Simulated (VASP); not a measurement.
# TiN (Fm-3m) in VASP: single point with r2SCAN

Aim: the single point of TiN with r2SCAN.

Everything below comes from runs of VASP 6.6.1. Logs are shortened: lines on timing, memory, paths and dates and some standing lists are left out, and cuts for length are marked.

## (1) The cell of the first run

The structure is cubic, space group Fm-3m (No. 225). Conventional cell: a = 4.232 Å, b = 4.232 Å, c = 4.232 Å, α = 90.00°, β = 90.00°, γ = 90.00°. Ti (site symmetry m-3m) has 6 N at 2.12 Å within 2.8 Å. N (site symmetry m-3m) has 6 Ti at 2.12 Å within 2.8 Å.

## (2) Single point, r2SCAN

Input file POSCAR:

```
TiN
1.0
    0.0000000000      2.1162479307      2.1162479307
    2.1162479307      0.0000000000      2.1162479307
    2.1162479307      2.1162479307      0.0000000000
Ti N
1 1
Direct
    0.0000000000      0.0000000000      0.0000000000
    0.5000000000      0.5000000000      0.5000000000
```

Input file INCAR.step1:

```
SYSTEM = TiN
PREC = Accurate ; ENCUT = 1460
ISMEAR = 0 ; SIGMA = 0.1
LREAL = .FALSE. ; LASPH = .TRUE.
NELM = 120 ; NBANDS = 16
GGA = PE ; ALGO = Normal
EDIFF = 1E-5 ; LWAVE = .TRUE.
LCHARG = .FALSE. ; GGA_COMPAT = .FALSE.
```

Input file INCAR.step2:

```
SYSTEM = TiN
PREC = Accurate ; ENCUT = 1460
EDIFF = 1E-6 ; ISMEAR = 0
SIGMA = 0.1 ; LREAL = .FALSE.
LASPH = .TRUE. ; NELM = 120
ALGO = Normal ; ISIF = 2
LWAVE = .FALSE. ; LCHARG = .FALSE.
METAGGA = R2SCAN ; LMIXTAU = .TRUE.
NBANDS = 16 ; ISTART = 1
GGA_COMPAT = .FALSE.
```

Input file KPOINTS:

```
regular mesh
0
G
  18 18 18
  0 0 0
```

Potentials or basis: VASP PAW PBE potentials, release 64 (Ti_sv, N_h).

On the command line:

```
$ cat potpaw_PBE.64/Ti_sv/POTCAR potpaw_PBE.64/N_h/POTCAR > POTCAR
$ cp INCAR.step1 INCAR
$ mpirun -np 1 vasp_std > vasp.out
$ cp INCAR.step2 INCAR
$ mpirun -np 1 vasp_std > vasp.out
```

OUTCAR:

```text
SYSTEM = TiN
   PREC = Accurate
   ENCUT = 1460
   EDIFF = 1E-6
   ISMEAR = 0
   LREAL = .FALSE.
   LASPH = .TRUE.
   NELM = 120
   ISIF = 2
   METAGGA = R2SCAN
   ISTART = 1

 ion  position               nearest neighbor table
   1  0.000  0.000  0.000-   2 2.12   2 2.12   2 2.12   2 2.12   2 2.12   2 2.12
   2  0.500  0.500  0.500-   1 2.12   1 2.12   1 2.12   1 2.12   1 2.12   1 2.12

  LATTYP: Found a face centered cubic cell.
 ALAT       =     4.2324958614

  Lattice vectors:

 A1 = (   0.0000000000,   2.1162479307,   2.1162479307)
 A2 = (   2.1162479307,   0.0000000000,   2.1162479307)
 A3 = (   2.1162479307,   2.1162479307,   0.0000000000)

Analysis of symmetry for initial positions (statically):
=====================================================================
 Subroutine PRICEL returns:
 Original cell was already a primitive cell.

 Routine SETGRP: Setting up the symmetry group for a
 face centered cubic supercell.

 Subroutine GETGRP returns: Found 48 space group operations
 (whereof 48 operations were pure point group operations)
 out of a pool of 48 trial point group operations.

The static configuration has the point symmetry O_h .

Analysis of symmetry for dynamics (positions and initial velocities):
=====================================================================
 Subroutine PRICEL returns:
 Original cell was already a primitive cell.

 Routine SETGRP: Setting up the symmetry group for a
 face centered cubic supercell.

 Subroutine GETGRP returns: Found 48 space group operations
 (whereof 48 operations were pure point group operations)
 out of a pool of 48 trial point group operations.

The dynamic configuration has the point symmetry O_h .

 Subroutine INISYM returns: Found 48 space group operations
 (whereof 48 operations are pure point group operations),
 and found     1 'primitive' translations

----------------------------------------------------------------------------------------

                                     Primitive cell

  volume of cell :      18.9553

  direct lattice vectors                    reciprocal lattice vectors
     0.000000000  2.116247931  2.116247931    -0.236267213  0.236267213  0.236267213
     2.116247931  0.000000000  2.116247931     0.236267213 -0.236267213  0.236267213
     2.116247931  2.116247931  0.000000000     0.236267213  0.236267213 -0.236267213

  length of vectors
     2.992826525  2.992826525  2.992826525     0.409226817  0.409226817  0.409226817

  position of ions in fractional coordinates (direct lattice)
     0.000000000  0.000000000  0.000000000
     0.500000000  0.500000000  0.500000000

[... 79 lines left out ...]
   NSW    =      0    number of steps for IOM
   IBRION =     -1    ionic relax: 0-MD 1-quasi-New 2-CG
   NFREE  =      0    steps in history (QN), initial steepest desc. (CG)
   ISIF   =      2    stress and relaxation
   ISYM   =      2    0-nonsym 1-usesym 2-fastsym
   POTIM  = 0.5000    time-step for ionic-motion
   TEBEG  =    0.0;   TEEND  =   0.0 temperature during run
   PSTRESS=    0.0 pullay stress
   NELECT =      17.0000    total number of electrons
   NUPDOWN=      -1.0000    fix difference up-down
   EMIN   =  10.00;   EMAX   =-10.00  energy-range for DOS
   EFERMI =   0.00;   METHOD = LEGACY
   ISMEAR =     0;   SIGMA  =   0.10  broadening in eV -4-tet -1-fermi 0-gaus
   EFERMI_NEDOS =   21; number of points for ismear=-14 and -15
   IALGO  =     38    algorithm
   IMIX   =      4    mixing-type and parameters
     AMIX     =   0.40;   BMIX     =  1.00
     AMIX_MAG =   1.60;   BMIX_MAG =  1.00
  volume/ion in A,a.u.               =       9.48        63.96
  Fermi-wavevector in a.u.,A,eV,Ry     =   1.578754  2.983413 33.912054  2.492466
  Thomas-Fermi vector in A             =   2.679237
   LORBIT       =      0    0 simple, 1 ext, 2 COOP (PROOUT), +10 PAW based schemes
   METAGGA = R2SCAN    functional components
   LHFCALC =     F    Hartree Fock is set to
   AEXX    =    0.0000 exact exchange contribution
   IVDW    =     0    specifies the selected vdW correction
   LEPSILON=     F    determine dielectric tensor
   LRPA    =     F    only Hartree local field effects (RPA)
 non-spin polarized calculation
 Gauss-broadening in eV      SIGMA  =   0.10
  energy-cutoff  :     1460.00
  volume of cell :       18.96
 maximum number of plane-waves:      2424
 NGX is ok and might be reduce to    40
   NGX = 19   NGY = 19   NGZ = 19

 number of electron      17.0000000 magnetization

 Free energy of the ion-electron system (eV)
  ---------------------------------------------------
  ext. energy  EPLUGINS =         0.00000000
  ---------------------------------------------------
  free energy    TOTEN  =       -26.01985424 eV

  energy without entropy =      -26.01572209  energy(sigma->0) =      -26.01778816

 E-fermi :  12.1041     XC(G=0): -13.9065

 val. band max:       12.0938012164   @ k =   0.1111   0.0556   0.0000
 cond. band min:      12.1148251696   @ k =   0.4444   0.2222   0.1111
 fundamental gap:      0.0210239531
 Fermi energy:        12.1040656576

 k-point     1 :       0.0000    0.0000    0.0000
  band No.  band energies     occupation
      1     -48.2582      2.00000
      2     -23.1923      2.00000
      3     -23.1923      2.00000
      4     -23.1923      2.00000
      5      -6.2036      2.00000
      6       9.7058      2.00000
[... 433 lines left out ...]
      3     -23.2410      2.00000
      4     -23.2095      2.00000
      5      -5.1536      2.00000
      6       6.2147      2.00000
[... 8 lines left out ...]
     15      25.6516      0.00000
     16      29.8386      0.00000

 [... further k-points ...]

------------------------ aborting loop because EDIFF is reached ----------------------------------------

  FORCE on cell =-STRESS in cart. coord.  units (eV):
  Direction    XX          YY          ZZ          XY          YZ          ZX
  --------------------------------------------------------------------------------------
  -------------------------------------------------------------------------------------
  Total        0.1689378      0.1689378      0.1689378      0.0000000      0.0000000      0.0000000
  in kB       14.2793244     14.2793244     14.2793244      0.0000000      0.0000000      0.0000000
  external PRESSURE =      14.2793244 kB  Pullay stress =       0.0000000 kB

 VOLUME and BASIS-vectors are now :
 -----------------------------------------------------------------------------
  energy-cutoff  :     1460.00
  volume of cell :       18.96
      direct lattice vectors                 reciprocal lattice vectors
     0.000000000  2.116247931  2.116247931    -0.236267213  0.236267213  0.236267213
     2.116247931  0.000000000  2.116247931     0.236267213 -0.236267213  0.236267213
     2.116247931  2.116247931  0.000000000     0.236267213  0.236267213 -0.236267213

 POSITION                                       TOTAL-FORCE (eV/Angst)
 -----------------------------------------------------------------------------------
      0.00000      0.00000      0.00000         0.000000      0.000000      0.000000
      2.11625      2.11625      2.11625         0.000000      0.000000      0.000000
 -----------------------------------------------------------------------------------
    total drift:                                0.000000     -0.000000     -0.000000

  FREE ENERGIE OF THE ION-ELECTRON SYSTEM (eV)
  ---------------------------------------------------
  free  energy   TOTEN  =       -26.0198542408 eV

  energy  without entropy=      -26.0157220876  energy(sigma->0) =      -26.01778816
```

Run time: 13 min. Hardware: 1 thread of Intel Xeon Platinum 8488C (Sapphire Rapids), shared host; peak memory 0.48 GiB.

What came out:

- Free energy: -26.0199 eV
- Pressure: 1.4 GPa
- Band gap on the k mesh: zero (an odd number of electrons rules out a gap without spin polarisation)

Caveat: the PAW data sets were made with another functional, which shifts forces and pressure a little; an odd number of electrons without spin polarisation forces a metal; a magnetic or distorted state may lie lower.

The gap in the log of VASP goes by the Fermi energy; the results here count the filled bands.